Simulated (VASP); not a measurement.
# KF: single point with r2SCAN

KF:

```
CELL_PARAMETERS angstrom
3.22655 0.00000 0.00000
0.00000 3.22655 0.00000
0.00000 0.00000 3.17887
ATOMIC_POSITIONS crystal
K 0.00000 0.00000 0.00000
F 0.50000 0.50000 0.50000
```

This cell differs from its parent crystal: biaxial xy strain +1.5%.

| Quantity | Value |
| --- | --- |
| Program | VASP 6.6.1 |
| Task | single point |
| Functional | r2SCAN |
| Potentials or basis | VASP PAW PBE potentials, release 64 (K_sv, F) |
| Cutoff | 520 eV |
| k mesh | 8 × 8 × 8 |
| Occupations | gaussian, width 0.01 eV |
| Spin | no spin polarisation |

| Property | Result |
| --- | --- |
| Pressure | -1.2 GPa |
| Band gap on the k mesh | 7.45 eV (least direct gap 7.49 eV) |

Stress tensor (GPa, compression positive):
```
-1.63  0.00  0.00
 0.00 -1.63  0.00
 0.00  0.00 -0.29
```

Levels at points of the mesh, in eV from the valence-band top:
```csv
k point,band 5,band 6,band 7,band 8,band 9,band 10,band 11,band 12
"(0.00, 0.00, 0.00)",-10.14,-0.09,-0.09,-0.04,7.45,9.01,9.05,14.93
"(0.50, 0.00, 0.00)",-10.03,-1.28,-0.23,-0.16,10.06,10.45,12.25,13.52
"(0.50, 0.50, 0.00)",-9.94,-0.65,-0.65,0.00,9.45,9.87,13.02,13.02
"(0.00, 0.00, 0.50)",-10.05,-1.28,-0.22,-0.22,10.13,10.57,12.33,13.42
"(0.50, 0.00, 0.50)",-9.96,-0.67,-0.64,-0.05,9.31,9.94,12.79,12.91
"(0.50, 0.50, 0.50)",-10.78,-1.14,-1.12,-1.12,11.39,11.39,11.57,16.69
```

It took 28 s on 1 thread of Intel(R) Xeon(R) 6975P-C (Granite Rapids), with other jobs on the host, peak memory 0.16 GiB.

Caveat: the cell differs from its parent crystal (biaxial xy strain +1.5%); the structure was generated, so it needn't be the stable form of KF; the PAW data sets were made with another functional, which shifts forces and pressure a little. A k mesh can miss the band edges.
